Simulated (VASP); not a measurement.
# Bi2Te3 in VASP: notebook

Bi2Te3 is run at these levels: PBE+D3(BJ); tasks: single point, relaxation of the atoms.

All numbers are computed with VASP 6.6.1; they aren't measurements. Logs are shortened: lines on timing, memory, paths and dates and some standing lists are left out, and cuts for length are marked.

### 1 The cell of the first run

The cell holds a slab with vacuum, 5 atoms: a = 4.263 Å, b = 4.263 Å, c = 41.030 Å, α = 90.00°, β = 90.00°, γ = 120.00°.

### 2 Single point, PBE+D3(BJ) (biaxial strain -0.020, then relaxed in part)

INCAR reads:

```
  ALGO = Normal
  DIPOL = 0.5 0.5 0.500
  EDIFF = 1E-6
  ENCUT = 520
  GGA = PE
  IDIPOL = 3
  ISIF = 2
  ISMEAR = 0
  IVDW = 12
  LASPH = T
  LCHARG = F
  LDIPOL = T
  LREAL = F
  LWAVE = F
  NBANDS = 32
  NELM = 60
  PREC = Accurate
  SIGMA = 0.02
```

KPOINTS reads:

```
k-points
0
Gamma
  6 6 1
```

POSCAR reads:

```
Bi2Te3
1.0
    4.2627438416      0.0000000000      0.0000000000
   -2.1313719208      3.6916444567      0.0000000000
    0.0000000000      0.0000000000     41.0301608556
Te Bi
3 2
Direct
    0.0000000000      0.0000000000      0.4057748555
    0.6666666667      0.3333333333      0.5000000000
    0.3333333333      0.6666666667      0.5942251445
    0.3333333333      0.6666666667      0.4492581230
    0.0000000000      0.0000000000      0.5507418770
```

Potentials or basis: VASP PAW PBE potentials, release 64 (Te, Bi_d).

Run with:

```console
cat potpaw_PBE.64/Te/POTCAR potpaw_PBE.64/Bi_d/POTCAR > POTCAR
mpirun -np 1 vasp_std > vasp.out
```

OUTCAR:

```text
EDIFF = 1E-6
   ENCUT = 520
   GGA = PE
   ISIF = 2
   ISMEAR = 0
   IVDW = 12
   LASPH = T
   LREAL = F
   NELM = 60
   PREC = Accurate
 IVDW          = 12

 ion  position               nearest neighbor table
   1  0.000  0.000  0.406-   4 3.04   4 3.04   4 3.04
   2  0.667  0.333  0.500-   4 3.22   5 3.22   4 3.22   5 3.22   5 3.22   4 3.22
   3  0.333  0.667  0.594-   5 3.04   5 3.04   5 3.04
   4  0.333  0.667  0.449-   1 3.04   1 3.04   1 3.04   2 3.22   2 3.22   2 3.22
   5  0.000  0.000  0.551-   3 3.04   3 3.04   3 3.04   2 3.22   2 3.22   2 3.22

  LATTYP: Found a hexagonal cell.
 ALAT       =     4.2627438416
 C/A-ratio  =     9.6252935621

  Lattice vectors:

 A1 = (   4.2627438416,   0.0000000000,   0.0000000000)
 A2 = (  -2.1313719208,   3.6916444567,   0.0000000000)
 A3 = (   0.0000000000,   0.0000000000,  41.0301608556)

Analysis of symmetry for initial positions (statically):
=====================================================================
 Subroutine PRICEL returns:
 Original cell was already a primitive cell.

 Routine SETGRP: Setting up the symmetry group for a
 hexagonal supercell.

 Subroutine GETGRP returns: Found 12 space group operations
 (whereof  6 operations were pure point group operations)
 out of a pool of 24 trial point group operations.

The static configuration has the point symmetry C_3v.
 The point group associated with its full space group is D_3d.

Analysis of symmetry for dynamics (positions and initial velocities):
=====================================================================
 Subroutine PRICEL returns:
 Original cell was already a primitive cell.

 Routine SETGRP: Setting up the symmetry group for a
 hexagonal supercell.

 Subroutine GETGRP returns: Found 12 space group operations
 (whereof  6 operations were pure point group operations)
 out of a pool of 24 trial point group operations.

The dynamic configuration has the point symmetry C_3v.
 The point group associated with its full space group is D_3d.

 Subroutine INISYM returns: Found 12 space group operations
 (whereof  6 operations are pure point group operations),
 and found     1 'primitive' translations

----------------------------------------------------------------------------------------

                                     Primitive cell

  volume of cell :     645.6725

  direct lattice vectors                    reciprocal lattice vectors
     4.262743842  0.000000000  0.000000000     0.234590686  0.135440995  0.000000000
    -2.131371921  3.691644457  0.000000000     0.000000000  0.270881991  0.000000000
     0.000000000  0.000000000 41.030160856     0.000000000  0.000000000  0.024372315

  length of vectors
     4.262743842  4.262743842 41.030160856     0.270881991  0.270881991  0.024372315

  position of ions in fractional coordinates (direct lattice)
     0.000000000  0.000000000  0.405774855
     0.666666667  0.333333333  0.500000000
     0.333333333  0.666666667  0.594225145
     0.333333333  0.666666667  0.449258123
     0.000000000  0.000000000  0.550741877

  ion indices of the primitive-cell ions
   primitive index   ion index
                 1           1
                 2           2
                 3           3
                 4           4
                 5           5

----------------------------------------------------------------------------------------

 KPOINTS: k-points

Automatic generation of k-mesh.
 Grid dimensions read from file:
 generate k-points for:    6    6    1

 Generating k-lattice:

  Cartesian coordinates                     Fractional coordinates (reciprocal lattice)
     0.039098448  0.022573499  0.000000000     0.166666667 -0.000000000  0.000000000
     0.000000000  0.045146998  0.000000000     0.000000000  0.166666667  0.000000000
     0.000000000  0.000000000  0.024372315     0.000000000  0.000000000  1.000000000

  Length of vectors
     0.045146998  0.045146998  0.024372315

  Shift w.r.t. Gamma in fractional coordinates (k-lattice)
     0.000000000  0.000000000  0.000000000

 Subroutine IBZKPT returns following result:
 ===========================================

 Found      7 irreducible k-points:

 Following reciprocal coordinates:
            Coordinates               Weight
  0.000000  0.000000  0.000000      1.000000
  0.166667  0.000000  0.000000      6.000000
  0.333333  0.000000  0.000000      6.000000
  0.500000  0.000000  0.000000      3.000000
  0.166667  0.166667  0.000000      6.000000
  0.333333  0.166667  0.000000     12.000000
  0.333333  0.333333  0.000000      2.000000
   k-points           NKPTS =      7   k-points in BZ     NKDIM =      7   number of bands    NBANDS=     32
   number of dos      NEDOS =    301   number of ions     NIONS =      5
   total plane-waves  NPLWV = 327680
   dimension x,y,z NGX =    32 NGY =   32 NGZ =  320
   dimension x,y,z NGXF=    64 NGYF=   64 NGZF=  640
   ions per type =               3   2
   NGX,Y,Z   is equivalent  to a cutoff of  12.48, 12.48, 12.97 a.u.
   NGXF,Y,Z  is equivalent  to a cutoff of  24.96, 24.96, 25.93 a.u.
 SYSTEM =  unknown system
   PREC   = accura    normal or accurate (medium, high low for compatibility)
   ISTART =      0    job   : 0-new  1-cont  2-samecut
   ICHARG =      2    charge: 1-file 2-atom 10-const
   ISPIN  =      1    spin polarized calculation?
   LNONCOLLINEAR =      F non collinear calculations
   LSORBIT =      F    spin-orbit coupling
   LASPH  =      T    aspherical Exc in radial PAW
   ENCUT  =  520.0 eV  38.22 Ry    6.18 a.u.   7.93  7.93 76.29*2*pi/ulx,y,z
   NELM   =     60;   NELMIN=  2; NELMDL= -5     # of ELM steps
   EDIFF  = 0.1E-05   stopping-criterion for ELM
   LREAL  =      F    real-space projection
   EDIFFG = 0.1E-04   stopping-criterion for IOM
   NSW    =      0    number of steps for IOM
   IBRION =     -1    ionic relax: 0-MD 1-quasi-New 2-CG
   NFREE  =      0    steps in history (QN), initial steepest desc. (CG)
   ISIF   =      2    stress and relaxation
   ISYM   =      2    0-nonsym 1-usesym 2-fastsym
   POTIM  = 0.5000    time-step for ionic-motion
   TEBEG  =    0.0;   TEEND  =   0.0 temperature during run
   PSTRESS=    0.0 pullay stress
   NELECT =      48.0000    total number of electrons
   NUPDOWN=      -1.0000    fix difference up-down
   EMIN   =  10.00;   EMAX   =-10.00  energy-range for DOS
   EFERMI =   0.00;   METHOD = LEGACY
   ISMEAR =     0;   SIGMA  =   0.02  broadening in eV -4-tet -1-fermi 0-gaus
   EFERMI_NEDOS =   21; number of points for ismear=-14 and -15
   IALGO  =     38    algorithm
   IMIX   =      4    mixing-type and parameters
     AMIX     =   0.40;   BMIX     =  1.00
     AMIX_MAG =   1.60;   BMIX_MAG =  1.00
  volume/ion in A,a.u.               =     129.13       871.44
  Fermi-wavevector in a.u.,A,eV,Ry     =   0.688363  1.300818  6.447042  0.473844
  Thomas-Fermi vector in A             =   1.769142
   LORBIT       =      0    0 simple, 1 ext, 2 COOP (PROOUT), +10 PAW based schemes
   GGA     = PE    functional components
   LHFCALC =     F    Hartree Fock is set to
   AEXX    =    0.0000 exact exchange contribution
   IVDW    =    12    specifies the selected vdW correction
   LEPSILON=     F    determine dielectric tensor
   LRPA    =     F    only Hartree local field effects (RPA)
 non-spin polarized calculation
 Gauss-broadening in eV      SIGMA  =   0.02
  energy-cutoff  :      520.00
  volume of cell :      645.67
 maximum number of plane-waves:     17460
 NGX is ok and might be reduce to    32
   NGX = 15   NGY = 15   NGZ =153

 number of electron      47.9999999 magnetization

 dipolmoment           0.000000      0.000000     -0.000003 electrons x Angstroem

 Free energy of the ion-electron system (eV)
  ---------------------------------------------------
  ext. energy  EPLUGINS =         0.00000000
  ---------------------------------------------------
  free energy    TOTEN  =       -18.23554360 eV

  energy without entropy =      -18.23554360  energy(sigma->0) =      -18.23554360

 E-fermi :  -2.3260     XC(G=0):  -2.7307

 val. band max:       -2.4441877151   @ k =   0.1667   0.0000   0.0000
 cond. band min:      -1.1346314857   @ k =   0.0000   0.0000   0.0000
 fundamental gap:      1.3095562294
 Fermi energy:        -2.3259664052

 k-point     1 :       0.0000    0.0000    0.0000
  band No.  band energies     occupation
      1     -25.1002      2.00000
      2     -25.1002      2.00000
      3     -25.0989      2.00000
      4     -25.0989      2.00000
      5     -25.0860      2.00000
      6     -25.0845      2.00000
[... 24 lines left out ...]
     31       2.2865      0.00000
     32       2.3695      0.00000

 k-point     2 :       0.1667    0.0000    0.0000
  band No.  band energies     occupation
      1     -25.1023      2.00000
      2     -25.1009      2.00000
      3     -25.0960      2.00000
      4     -25.0948      2.00000
      5     -25.0848      2.00000
      6     -25.0832      2.00000
[... 24 lines left out ...]
     31       2.4515      0.00000
     32       2.6891      0.00000

 k-point     3 :       0.3333    0.0000    0.0000
  band No.  band energies     occupation
      1     -25.1081      2.00000
      2     -25.1060      2.00000
      3     -25.0903      2.00000
      4     -25.0891      2.00000
      5     -25.0885      2.00000
      6     -25.0870      2.00000
[... 24 lines left out ...]
     31       1.8804      0.00000
     32       3.1186      0.00000

 k-point     4 :       0.5000    0.0000    0.0000
  band No.  band energies     occupation
      1     -25.1114      2.00000
      2     -25.1089      2.00000
      3     -25.0910      2.00000
      4     -25.0895      2.00000
      5     -25.0889      2.00000
      6     -25.0870      2.00000
[... 24 lines left out ...]
     31       1.8408      0.00000
     32       3.1112      0.00000

 k-point     5 :       0.1667    0.1667    0.0000
  band No.  band energies     occupation
      1     -25.1042      2.00000
      2     -25.1028      2.00000
      3     -25.0924      2.00000
      4     -25.0924      2.00000
      5     -25.0861      2.00000
      6     -25.0859      2.00000
[... 24 lines left out ...]
     31       2.7031      0.00000
     32       2.7764      0.00000

 k-point     6 :       0.3333    0.1667    0.0000
  band No.  band energies     occupation
      1     -25.1068      2.00000
      2     -25.1048      2.00000
      3     -25.0925      2.00000
      4     -25.0901      2.00000
      5     -25.0882      2.00000
      6     -25.0866      2.00000
[... 24 lines left out ...]
     31       2.2145      0.00000
     32       3.4072      0.00000

 k-point     7 :       0.3333    0.3333    0.0000
  band No.  band energies     occupation
      1     -25.1010      2.00000
      2     -25.1009      2.00000
      3     -25.0982      2.00000
      4     -25.0936      2.00000
      5     -25.0828      2.00000
      6     -25.0823      2.00000
[... 24 lines left out ...]
     31       4.2544      0.00000
     32       4.2544      0.00000

------------------------ aborting loop because EDIFF is reached ----------------------------------------

 vacuum level on the upper side and lower side of the slab       (xc-potential included)        -0.088        -0.088

 Edisp (eV)   -1.83763

 E8    (eV) :    -0.9040

  FORCE on cell =-STRESS in cart. coord.  units (eV):
  Direction    XX          YY          ZZ          XY          YZ          ZX
  --------------------------------------------------------------------------------------
  -------------------------------------------------------------------------------------
  Total       1.50015     1.50015     0.00384    -0.00000     0.00000     0.00000
  in kB       3.72248     3.72248     0.00952    -0.00000     0.00000     0.00000
  external pressure =        2.48 kB  Pullay stress =        0.00 kB

 VOLUME and BASIS-vectors are now :
 -----------------------------------------------------------------------------
  energy-cutoff  :      520.00
  volume of cell :      645.67
      direct lattice vectors                 reciprocal lattice vectors
     4.262743842  0.000000000  0.000000000     0.234590686  0.135440995  0.000000000
    -2.131371921  3.691644457  0.000000000     0.000000000  0.270881991  0.000000000
     0.000000000  0.000000000 41.030160856     0.000000000  0.000000000  0.024372315

 POSITION                                       TOTAL-FORCE (eV/Angst)
 -----------------------------------------------------------------------------------
      0.00000      0.00000     16.64901         0.000000      0.000000     -0.011593
      2.13137      1.23055     20.51508        -0.000000     -0.000000      0.000000
     -0.00000      2.46110     24.38115        -0.000000     -0.000000      0.011593
     -0.00000      2.46110     18.43313        -0.000000      0.000000      0.011061
      0.00000      0.00000     22.59703         0.000000     -0.000000     -0.011061
 -----------------------------------------------------------------------------------
    total drift:                                0.000000     -0.000000     -0.000169

  FREE ENERGIE OF THE ION-ELECTRON SYSTEM (eV)
  ---------------------------------------------------
  free  energy   TOTEN  =       -20.0731747230 eV

  energy  without entropy=      -20.0731747230  energy(sigma->0) =      -20.07317472

 vacuum level on the upper side and lower side of the slab         2.788         2.788
```

Wall time 3.6 min (1 thread of AMD EPYC 7R13 (Zen 3), shared host); peak memory 0.71 GiB.

What came out:

| Quantity | Value |
| --- | --- |
| Free energy | -20.0732 eV |
| Largest force | 0.012 eV/Å |
| Band gap on the k mesh | 1.31 eV (least direct gap 1.44 eV) |
| Dispersion energy per atom | -0.368 eV |

Forces on the atoms (eV/Å):
```
Te   0.000  0.000 -0.012
Te   0.000  0.000  0.000
Te   0.000  0.000  0.012
Bi   0.000  0.000  0.011
Bi   0.000  0.000 -0.011
```

Caveat: the cell differs from its parent crystal (biaxial strain -0.020, then relaxed in part); spin-orbit coupling is left out, which moves the levels of the heavy elements.

(Continued in part 2 of 2.)
